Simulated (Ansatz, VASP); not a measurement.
## One calculation of LiCuAuO2, two programs

INCAR

```
SYSTEM = LiCuAuO2
PREC = Accurate
ENCUT = 520
EDIFF = 1E-6
ISMEAR = -1
SIGMA = 0.05
LREAL = .FALSE.
LASPH = .TRUE.
NELM = 80
ALGO = Normal
ISIF = 2
LWAVE = .FALSE.
LCHARG = .FALSE.
GGA = PE
NBANDS = 26
```

File KPOINTS:

```
Automatic mesh
0
G
  8 8 8
  0 0 0
```

POSCAR

```
LiCuAuO2
1.0
    1.5717114869      0.9074280500      6.4188160000
   -1.5717114869      0.9074280500      6.4188160000
    0.0000000000     -1.8148561000      6.4188160000
Au Cu O Li
1 1 2 1
Direct
    0.9917940000      0.9917940000      0.9917940000
    0.5158030000      0.5158030000      0.5158030000
    0.1009220000      0.1009220000      0.1009220000
    0.8842220000      0.8842220000      0.8842220000
    0.7572590000      0.7572590000      0.7572590000
```

File input.yaml:

```yaml
crystal:
  lattice:
    - [1.5717114869, 0.90742805, 6.418816]
    - [-1.5717114869, 0.90742805, 6.418816]
    - [0.0, -1.8148561, 6.418816]
  atoms:
    - { symbol: Au, position: [0.991794, 0.991794, 0.991794] }
    - { symbol: Cu, position: [0.515803, 0.515803, 0.515803] }
    - { symbol: O, position: [0.100922, 0.100922, 0.100922] }
    - { symbol: O, position: [0.884222, 0.884222, 0.884222] }
    - { symbol: Li, position: [0.757259, 0.757259, 0.757259] }
hamiltonian:
  xc: pbe
  pseudopotentials: { kind: paw }
kpoints:
  mp_grid: { grid: [8, 8, 8] }
scf:
  occupations: { method: fermi_dirac, width: 0.05 }
output:
  forces: true
  stress: true
  eigenvalues: true
  write_density: true
  write_potential: true
  elf: true
  volumetric_format: npy
```

Alike in both runs: task single point; functional PBE; k mesh 8 × 8 × 8; occupations fermi-dirac, width 0.05 eV; no spin polarisation.

|  | VASP | Ansatz |
| --- | --- | --- |
| version | VASP 6.6.1 | Ansatz 0.2.0 |
| potentials or method | VASP PAW PBE potentials, release 64 (Au, Cu, O, Li_sv) | Ansatz PAW |
| plane-wave cutoff (eV) | 520 | 420 |
| valence electrons in the cell | 37 | 53 |

```tsv
	VASP	Ansatz	Ansatz less VASP
gap on the k mesh at the Fermi level (eV)	none	none	-
rms of the force components (eV/Å)	0.111	0.101	-0.0101
```

Atom by atom the forces differ by 0.021 eV/Å (rms over components). A gap of «none» marks a metal or a gap that the smearing closes. VASP's potentials hold 37 valence electrons a cell and Ansatz's 53, so a difference there can come from the potentials and not from the codes.

Spin-orbit coupling is off throughout. Noted on VASP's run: the cutoff is under 1.25 times that of the potentials, so the pressure is a little rough.
